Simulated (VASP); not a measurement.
**PrBe3Si: relaxation of cell and atoms with PBE**

The system is PrBe3Si.

```
Pr Be Si
1.0
     1.95087   -2.01525   -4.78188
     1.95086   -1.85961    4.71701
    -3.91036   -3.88350   -0.06486
Pr Be Si
2 6 2
Direct
  0.99822 0.00378 0.01508
  0.45100 0.53539 0.52197
  0.10855 0.81914 0.44437
  0.53261 0.35854 0.01783
  0.95937 0.51058 0.76134
  0.51060 0.02597 0.27813
  0.48225 0.04352 0.70749
  0.00366 0.57817 0.23188
  0.35557 0.66629 0.99334
  0.86818 0.18862 0.52858
```

```
Program                : VASP 6.6.1
Task                   : relaxation of cell and atoms
Functional             : PBE
Potentials or basis    : VASP PAW PBE potentials, release 64 (Pr_3, Be, Si), 4f in core
Cutoff                 : 600 eV
k mesh                 : 4 × 4 × 4
Occupations            : gaussian, width 0.2 eV
Spin                   : no spin polarisation
Dipole correction      : no
Further INCAR settings : ALGO = Normal; EDIFF = 1e-07; IBRION = 2; EDIFFG = -0.025; NSW = 80; ISIF = 3
```

```json
{
  "Relaxed volume": "14.75 Å³/atom",
  "Relaxed cell": "a = 5.521 Å, b = 5.520 Å, c = 5.552 Å, α = 90.01°, β = 89.96°, γ = 119.34°",
  "Space group after relaxing (to 0.1 Å)": "Amm2 (No. 38)",
  "Energy gained by relaxing": "330.9 meV/atom",
  "Ionic steps": "18",
  "Pressure after relaxing": "0.0 GPa",
  "Largest force after relaxing": "0.024 eV/Å",
  "Band gap on the k mesh": "zero (bands 21 and 22 overlap by 1.41 eV)"
}
```

Forces on the atoms (eV/Å):
```
Pr  -0.015  0.002  0.001
Pr  -0.006  0.004  0.010
Be   0.007  0.004  0.012
Be   0.001  0.005 -0.011
Be   0.017 -0.007  0.010
Be  -0.015  0.014 -0.005
Be  -0.011  0.003 -0.012
Be   0.010 -0.021  0.007
Si   0.006 -0.006 -0.022
Si   0.006  0.001  0.009
```

The path:
```tsv
step	energy change (eV)	largest force (eV/Å)	pressure (GPa)	volume (Å³)
1	0.0000	6.8666	8.99	143.89
2	-2.3506	1.1095	-6.23	161.14
3	-2.3895	1.2421	-4.44	157.65
4	-2.8931	0.9335	-0.87	149.61
5	-3.0236	0.6314	3.03	143.34
6	-3.1701	0.3390	0.78	146.33
7	-3.1839	0.3716	-0.04	147.59
8	-3.2271	0.2928	-0.25	147.87
9	-3.2474	0.2468	-0.45	148.23
10	-3.2756	0.1687	0.26	147.14
11	-3.2776	0.1822	0.52	146.76
12	-3.2917	0.1280	-0.22	147.87
13	-3.2938	0.1419	-0.64	148.52
14	-3.3040	0.1161	-0.04	147.57
15	-3.3048	0.1131	0.17	147.23
16	-3.3083	0.0409	0.04	147.40
17	-3.3084	0.0392	0.02	147.43
18	-3.3092	0.0241	-0.05	147.52
```

Final structure:
```cif
data_structure
_symmetry_space_group_name_H-M 'P 1'
_symmetry_Int_Tables_number 1
_cell_length_a 5.5209
_cell_length_b 5.5203
_cell_length_c 5.5524
_cell_angle_alpha 90.008
_cell_angle_beta 89.965
_cell_angle_gamma 119.336
_cell_volume 147.52
loop_
_atom_site_label
_atom_site_type_symbol
_atom_site_fract_x
_atom_site_fract_y
_atom_site_fract_z
_atom_site_occupancy
Pr1 Pr 0.98184 0.01861 0.99991 1
Pr2 Pr 0.47785 0.52250 0.50000 1
Be1 Be 0.10667 0.89280 0.50006 1
Be2 Be 0.59935 0.40069 0.99998 1
Be3 Be 0.96483 0.51673 0.75281 1
Be4 Be 0.48355 0.03602 0.24790 1
Be5 Be 0.48253 0.03531 0.75186 1
Be6 Be 0.96407 0.51616 0.24711 1
Si1 Si 0.35147 0.64884 0.00018 1
Si2 Si 0.85784 0.14232 0.50020 1
```

Levels at points of the mesh, in eV from the Fermi level:
```tsv
k point	band 19	band 20	band 21	band 22	band 23	band 24
(0.00, 0.00, 0.00)	-1.77	-1.01	-0.96	1.59	1.63	2.19
(0.50, 0.00, 0.00)	-1.03	-0.83	-0.56	-0.50	2.07	2.27
(0.00, 0.50, 0.00)	-1.03	-0.83	-0.56	-0.50	2.07	2.28
(0.50, 0.50, 0.00)	-1.18	-0.98	0.24	1.16	1.54	1.57
(0.00, 0.00, 0.50)	-1.07	-1.06	-0.90	-0.87	3.41	3.42
(0.50, 0.00, 0.50)	-0.01	0.05	0.53	0.54	0.67	0.68
(0.00, 0.50, 0.50)	-0.02	0.04	0.54	0.54	0.66	0.67
(0.50, 0.50, 0.50)	-0.79	-0.74	0.01	0.07	1.72	1.77
```

Wall time 40 min on 1 thread of Intel(R) Xeon(R) Platinum 8259CL CPU @ 2.50GHz (Skylake/Cascade Lake) (shared host), peak memory 0.46 GiB.

Caveat: spin-orbit coupling is left out, which moves the levels of the heavy elements; the 4f electrons are frozen in the core, so they carry no moment and show no levels. Spin polarisation is off, so any magnetic state and its effect on volume and gap are missing.
